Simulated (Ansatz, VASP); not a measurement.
Li3H8: VASP beside Ansatz

INCAR

```
SYSTEM = Li3H8
ALGO = Normal
EDIFF = 1E-7
EDIFFG = -0.04
ENCUT = 910
GGA = PE
GGA_COMPAT = .FALSE.
IBRION = 2
ISIF = 3
ISMEAR = 0
LASPH = .TRUE.
LCHARG = .FALSE.
LREAL = .FALSE.
LWAVE = .FALSE.
NELM = 120
NELMIN = 4
NSW = 90
PREC = Accurate
SIGMA = 0.1
```

KPOINTS

```
k-points
0
G
  6 6 6
  0 0 0
```

File POSCAR:

```
Li3H8
1.0
    3.0259318500      1.7470225700      5.3694405400
   -3.0259318500      1.7470225700      5.3694405400
    0.0000000000     -3.4940451400      5.3694405400
Li H
3 8
Direct
    0.5432571900      0.5432571900      0.5432571900
    0.4567428100      0.4567428100      0.4567428100
    0.0000000000      0.0000000000      0.0000000000
    0.0000000000      0.0000000000      0.5000000000
    0.5000000000      0.0000000000      0.0000000000
    0.0000000000      0.5000000000      0.0000000000
    0.7832253300      0.7832253300      0.7832253300
    0.2167746700      0.2167746700      0.2167746700
    0.5000000000      0.5000000000      0.0000000000
    0.0000000000      0.5000000000      0.5000000000
    0.5000000000      0.0000000000      0.5000000000
```

Input for Ansatz:

```yaml
crystal:
  lattice:
    - [3.02593185, 1.74702257, 5.36944054]
    - [-3.02593185, 1.74702257, 5.36944054]
    - [0.0, -3.49404514, 5.36944054]
  atoms:
    - { symbol: Li, position: [0.54325719, 0.54325719, 0.54325719] }
    - { symbol: Li, position: [0.45674281, 0.45674281, 0.45674281] }
    - { symbol: Li, position: [0.0, 0.0, 0.0] }
    - { symbol: H, position: [0.0, 0.0, 0.5] }
    - { symbol: H, position: [0.5, 0.0, 0.0] }
    - { symbol: H, position: [0.0, 0.5, 0.0] }
    - { symbol: H, position: [0.78322533, 0.78322533, 0.78322533] }
    - { symbol: H, position: [0.21677467, 0.21677467, 0.21677467] }
    - { symbol: H, position: [0.5, 0.5, 0.0] }
    - { symbol: H, position: [0.0, 0.5, 0.5] }
    - { symbol: H, position: [0.5, 0.0, 0.5] }
basis:
  ecutwfc: 420
kpoints:
  mp_grid: { grid: [6, 6, 6] }
hamiltonian:
  xc: pbe
scf:
  occupations: { method: gaussian, width: 0.1 }
  lower_state_search: "off"
output:
  forces: true
  stress: true
  eigenvalues: true
relax:
  adjacent_minimum: "off"
  f_tol: 0.04
  max_steps: 70
  cell: { stress_tol: 0.4 }
```

Alike in both runs: task relaxation of cell and atoms; functional PBE; k mesh 6 × 6 × 6; occupations gaussian, width 0.1 eV; no spin polarisation.

```csv
,VASP,Ansatz
version,VASP 6.6.1,Ansatz 0.2.0
potentials or method,"VASP PAW PBE potentials, release 64 (Li_sv, H_h), cutoff 910 eV","scalar-relativistic, plane waves, PAW"
valence electrons in the cell,17,17
```

```tsv
	VASP	Ansatz	Ansatz less VASP
gap on the k mesh at the Fermi level, each at its own relaxed structure (eV)	none	none	-
relaxed volume (Å³/atom)	6.91	7.06	+0.152
relaxed cell length with the largest relative difference (Å)	5.531	5.609	+0.0778
```

A gap of «none» marks a metal or a gap that the smearing closes.

Noted on VASP's run: the volume moved by over 15 % at a fixed basis, so the end points are rough.
